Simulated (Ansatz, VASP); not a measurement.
Two plane-wave programs on LaB6

```
CELL_PARAMETERS angstrom
4.16694 0.00000 0.00000
0.00000 4.16694 0.00000
0.00000 0.00000 4.16694
ATOMIC_POSITIONS crystal
La 0.00000 0.00000 0.00000
B 0.19853 0.50000 0.50000
B 0.50000 0.19853 0.50000
B 0.80147 0.50000 0.50000
B 0.50000 0.80147 0.50000
B 0.50000 0.50000 0.19853
B 0.50000 0.50000 0.80147
```

Alike in both runs: task relaxation of cell and atoms; functional PBE; k mesh 4 × 4 × 4; occupations fermi-dirac, width 0.0321 eV; no spin polarisation.

```csv
,VASP,Ansatz
version,VASP 6.6.1,Ansatz 0.2.0
potentials or method,"VASP PAW PBE potentials, release 64 (La, B), cutoff 600 eV",PAW plane waves
valence electrons in the cell,29,29
```

Ansatz gave:

```
gap on the k mesh at the Fermi level, each at its own relaxed structure (eV) : none
relaxed volume (Å³/atom)                                                     : 10.25
relaxed cell length with the largest relative difference (Å)                 : 4.155
```

Q: What did VASP give for the same quantities?

A: gap on the k mesh at the Fermi level, each at its own relaxed structure (eV): none; relaxed volume (Å³/atom): 10.24; relaxed cell length with the largest relative difference (Å): 4.155.

A gap of «none» marks a metal or a gap that the smearing closes.

The k mesh is coarse, so the values compare programs but aren't converged. Neither program's run includes spin-orbit coupling.
